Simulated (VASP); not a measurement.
A run of VASP 6.6.1 is set up as follows.

File INCAR:

```
  PREC = Accurate
  ENCUT = 520
  EDIFF = 1E-6
  ISMEAR = -1
  SIGMA = 0.03
  LREAL = False
  LASPH = True
  NELM = 100
  ALGO = Normal
  ISIF = 2
  LWAVE = False
  LCHARG = True
  GGA = PS
  LELF = True
  LVHAR = True
  NBANDS = 9
```

File KPOINTS:

```
Automatic mesh
0
Gamma
  12 12 12
```

Contents of POSCAR:

```
LiH
1.0
    0.0000000000      1.9896708710      1.9896708710
    1.9896708710      0.0000000000      1.9896708710
    1.9896708710      1.9896708710      0.0000000000
Li H
1 1
Direct
    0.0000000000      0.0000000000      0.0000000000
    0.5000000000      0.5000000000      0.5000000000
```

Potentials or basis: VASP PAW PBE potentials, release 64 (Li_sv, H).

Command:

```sh
$ cat potpaw_PBE.64/Li_sv/POTCAR potpaw_PBE.64/H/POTCAR > POTCAR
$ mpirun -np 1 vasp_std > vasp.out
```

**Question.** Estimate the band gap on the k mesh.

**Answer.** 2.73 eV, direct.

 Expect the measured gap to be larger: semilocal functionals such as PBEsol lack the derivative discontinuity.
